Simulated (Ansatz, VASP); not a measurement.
**One calculation of CsPbBr3, two programs**

```xyz
5
Lattice="5.8216 0.0000 0.0000 0.0000 5.8216 0.0000 0.0000 0.0000 5.8216" Properties=species:S:1:pos:R:3 pbc="T T T"
Cs    0.0000    0.0000    0.0000
Pb    2.9108    2.9108    2.9108
Br    2.9108    2.9108    0.0000
Br    2.9108    0.0000    2.9108
Br    0.0000    2.9108    2.9108
```

Alike in both runs: task single point; functional r2SCAN; k mesh 4 × 4 × 4; no spin polarisation.

|  | VASP | Ansatz |
| --- | --- | --- |
| version | VASP 6.6.1 | Ansatz 0.2.0 |
| potentials or method | VASP PAW PBE potentials, release 64 (Cs_sv, Pb_d, Br) | plane waves, PAW |
| plane-wave cutoff (eV) | 520 | 500 |
| occupations | gaussian, width 0.01 eV | fixed |
| valence electrons in the cell | 44 | 44 |

```csv
,VASP,Ansatz,Ansatz less VASP
gap on the k mesh at the Fermi level (eV),1.79,1.77,-0.014
pressure (GPa),1.5,1.5,0.00
```

VASP's potentials were made for PBE, not for r2SCAN.

Spin-orbit coupling is off throughout.
